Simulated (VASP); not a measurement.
A run of VASP 6.6.1:

INCAR

```
ALGO = Normal ; EDIFF = 1E-6
ENCUT = 520 ; GGA = PS
ISIF = 2 ; ISMEAR = -1
LASPH = T ; LCHARG = T
LELF = T ; LREAL = F
LVHAR = T ; LWAVE = F
NBANDS = 21 ; NELM = 80
PREC = Accurate ; SIGMA = 0.1
```

File KPOINTS:

```
k-points
0
Gamma
  9 9 4
```

POSCAR

```
B2O
1.0
    2.8790000000      0.0000000000      0.0000000000
   -1.4395000000      2.4932870000      0.0000000000
    0.0000000000      0.0000000000      7.0520000000
B O
4 2
Direct
    0.0000000000      0.0000000000      0.3800000000
    0.0000000000      0.0000000000      0.6200000000
    0.6666666667      0.3333333333      0.0230000000
    0.3333333333      0.6666666667      0.9770000000
    0.6666666667      0.3333333333      0.3060000000
    0.3333333333      0.6666666667      0.6940000000
```

Potentials or basis: VASP PAW PBE potentials, release 64 (B, O).

The run is started by

```console
$ cat potpaw_PBE.64/B/POTCAR potpaw_PBE.64/O/POTCAR > POTCAR
$ mpirun -np 1 vasp_std > vasp.out
```

Hardware: 1 thread of AMD EPYC 7R13 (shared host).

Problem. How long does it take, and how much memory?

Solution. It took 88 s on 1 thread of AMD EPYC 7R13, with other jobs on the host, peak memory 0.16 GiB. Counts: scf iterations 15, k points 43.
